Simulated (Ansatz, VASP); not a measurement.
**One calculation of WC, two programs**

File INCAR:

```
PREC = Accurate ; ENCUT = 520
EDIFF = 1E-6 ; ISMEAR = 0
SIGMA = 0.15 ; LREAL = False
LASPH = True ; NELM = 100
ALGO = Normal ; ISIF = 2
LWAVE = False ; LCHARG = False
GGA = PE ; NBANDS = 16
```

The input KPOINTS:

```
Automatic mesh
0
Gamma
  18 18 16
```

POSCAR

```
WC
1.0
    2.9005014360      0.0000000000      0.0000000000
   -1.4502507180      2.5119079273      0.0000000000
    0.0000000000      0.0000000000      2.8290000000
W C
1 1
Direct
    0.0000000000      0.0000000000      0.0000000000
    0.6058409928      0.3029204964      0.4543807446
```

Input for Ansatz:

```yaml
crystal:
  lattice:
    - [2.900501436, 0.0, 0.0]
    - [-1.450250718, 2.5119079273, 0.0]
    - [0.0, 0.0, 2.829]
  atoms:
    - { symbol: W, position: [0.0, 0.0, 0.0] }
    - { symbol: C, position: [0.6058409928, 0.3029204964, 0.4543807446] }
basis:
  ecutwfc: 420
kpoints:
  mp_grid: { grid: [18, 18, 16] }
hamiltonian:
  xc: pbe
scf:
  occupations: { method: gaussian, width: 0.15 }
output:
  forces: true
  stress: true
  eigenvalues: true
```

Change from the starting cell: all C atoms moved +0.200 Å, as atom 2 towards its neighbour atom 1 (W) at 2.192 Å.

Alike in both runs: task single point; functional PBE; k mesh 18 × 18 × 16; occupations gaussian, width 0.15 eV; no spin polarisation.

|  | VASP | Ansatz |
| --- | --- | --- |
| version | VASP 6.6.1 | Ansatz 0.2.0 |
| potentials or method | VASP PAW PBE potentials, release 64 (W_sv, C), cutoff 520 eV | scalar-relativistic, plane waves, PAW |
| valence electrons in the cell | 18 | 18 |

Ansatz gave:

- gap on the k mesh at the Fermi level (eV): none
- pressure (GPa): 16.3
- traceless stress, the component that is largest in VASP (GPa): 8.31
- rms of the force components (eV/Å): 2.043

Question: Estimate VASP's values.

Answer: gap on the k mesh at the Fermi level (eV): none; pressure (GPa): 17.5; traceless stress, the component that is largest in VASP (GPa): 8.38; rms of the force components (eV/Å): 2.058.

Atom by atom the forces differ by 0.015 eV/Å (rms over components). A gap of «none» marks a metal or a gap that the smearing closes.

Spin-orbit coupling is off throughout.
